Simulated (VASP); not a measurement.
**KF (ae): single point with PBEsol**

The system is KF (ae).

```
K F
1.0
     0.00000    2.65329    2.65329
     2.65329    0.00000    2.65329
     2.65329    2.65329    0.00000
K F
1 1
Cartesian
  0.0000 0.0000 0.0000
  2.6533 2.6533 2.6533
```

```
Program                : VASP 6.6.1
Task                   : single point
Functional             : PBEsol
Potentials or basis    : VASP PAW PBE potentials, release 64 (K_sv, F)
Cutoff                 : 600 eV
k mesh                 : 8 × 8 × 8
Occupations            : gaussian, width 0.02 eV
Spin                   : no spin polarisation
Dipole correction      : no
Further INCAR settings : ALGO = Normal; EDIFF = 1e-06; NBANDS = 15
```

```
Pressure               : 0.0 GPa
Band gap on the k mesh : 6.14 eV, direct
```

Levels at points of the mesh, in eV from the valence-band top:
```csv
k point,band 6,band 7,band 8,band 9,band 10,band 11
"(0.00, 0.00, 0.00)",0.00,0.00,0.00,6.14,10.69,10.69
"(0.50, 0.00, 0.00)",-0.84,-0.37,-0.37,9.06,10.61,12.15
"(0.50, 0.50, 0.00)",-0.20,-0.05,-0.05,8.11,10.35,11.82
```

It took 44 s on 1 thread of Intel Xeon 8259CL (shared host), peak memory 0.18 GiB.

Caveat: the PAW data sets were made with another functional, which shifts forces and pressure a little. As with any semilocal functional, this PBEsol gap is likely too small.
